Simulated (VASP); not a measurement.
**CaO: relaxation of the atoms with PBE**

CaO, a slab with vacuum:

```
Ca O
1.0
     6.83195    0.00000    0.00000
     0.00000    6.83195    0.00000
     0.00000    0.00000   20.83092
Ca O
12 12
Cartesian
  1.7080 1.7080 8.0000
  1.7080 5.1240 8.0000
  5.1240 1.7080 8.0000
  5.1240 5.1240 8.0000
  3.4160 3.4160 10.4155
  3.4160 0.0000 10.4155
  0.0000 3.4160 10.4155
  0.0000 0.0000 10.4155
  5.1240 5.1240 12.8309
  5.1240 1.7080 12.8309
  1.7080 5.1240 12.8309
  1.7080 1.7080 12.8309
  3.4160 3.4160 8.0000
  3.4160 0.0000 8.0000
  0.0000 3.4160 8.0000
  0.0000 0.0000 8.0000
  5.1240 5.1240 10.4155
  5.1240 1.7080 10.4155
  1.7080 5.1240 10.4155
  1.7080 1.7080 10.4155
  0.0000 0.0000 12.8309
  0.0000 3.4160 12.8309
  3.4160 0.0000 12.8309
  3.4160 3.4160 12.8309
```

```yaml
Program: VASP 6.6.1
Task: relaxation of the atoms
Functional: PBE
Potentials_or_basis: VASP PAW PBE potentials, release 64 (Ca_sv, O)
Cutoff: 520 eV
k_mesh: 2 × 2 × 1
Occupations: gaussian, width 0.05 eV
Spin: no spin polarisation
Dipole_correction: yes
Atoms_held_fixed_from_0: "[0, 1, 2, 3, 12, 13, 14, 15]"
Further_INCAR_settings: LREAL = Auto; ALGO = Normal; EDIFF = 1e-06; IBRION = 2; EDIFFG = -0.03; NSW = 90
```

```yaml
Energy_gained_by_relaxing: 1.2 meV/atom
Ionic_steps: 12
Band_gap_on_the_k_mesh: 2.81 eV
```

Step by step:
```csv
step,energy change (eV),largest force on free atoms (eV/Å),pressure (GPa)
1,0.0000,0.1680,-1.49
2,-0.0047,0.1140,-1.48
3,-0.0095,0.1498,-1.43
4,-0.0130,0.1259,-1.40
5,-0.0183,0.1269,-1.31
6,-0.0221,0.0840,-1.28
7,-0.0233,0.1448,-1.20
8,-0.0246,0.0942,-1.23
9,-0.0273,0.0504,-1.21
10,-0.0283,0.0322,-1.19
11,-0.0284,0.0317,-1.19
12,-0.0286,0.0132,-1.18
```

Final structure:
```xyz
24
Lattice="6.8320 0.0000 0.0000 0.0000 6.8320 0.0000 0.0000 0.0000 20.8309" Properties=species:S:1:pos:R:3 pbc="T T T"
Ca    1.7080    1.7080    8.0000
Ca    1.7080    5.1240    8.0000
Ca    5.1240    1.7080    8.0000
Ca    5.1240    5.1240    8.0000
Ca    3.4160    3.4160   10.3831
Ca    3.4160    6.8320   10.3831
Ca    0.0000    3.4160   10.3831
Ca    0.0000    0.0000   10.3831
Ca    5.1240    5.1240   12.7746
Ca    5.1240    1.7080   12.7746
Ca    1.7080    5.1240   12.7746
Ca    1.7080    1.7080   12.7746
O     3.4160    3.4160    8.0000
O     3.4160    0.0000    8.0000
O     0.0000    3.4160    8.0000
O     0.0000    0.0000    8.0000
O     5.1240    5.1240   10.3852
O     5.1240    1.7080   10.3852
O     1.7080    5.1240   10.3852
O     1.7080    1.7080   10.3852
O     0.0000    0.0000   12.7602
O     0.0000    3.4160   12.7602
O     3.4160    0.0000   12.7602
O     3.4160    3.4160   12.7602
```

Levels at points of the mesh, in eV from the valence-band top:
| k point | band 93 | band 94 | band 95 | band 96 | band 97 | band 98 | band 99 | band 100 |
| --- | --- | --- | --- | --- | --- | --- | --- | --- |
| (0.00, 0.00, 0.00) | -0.12 | -0.12 | 0.00 | 0.00 | 2.81 | 3.14 | 3.75 | 4.09 |
| (0.50, 0.00, 0.00) | -0.52 | -0.52 | -0.47 | -0.47 | 3.61 | 3.61 | 3.83 | 3.83 |
| (0.50, 0.50, 0.00) | -0.42 | -0.42 | -0.42 | -0.42 | 4.27 | 4.27 | 4.27 | 4.27 |

It took 22 min on 4 MPI ranks on Intel(R) Xeon(R) Platinum 8488C (Sapphire Rapids), with other jobs on the host, peak memory 0.4 GiB a rank.

Caveat: the k points lie up to 0.46 Å⁻¹ apart.
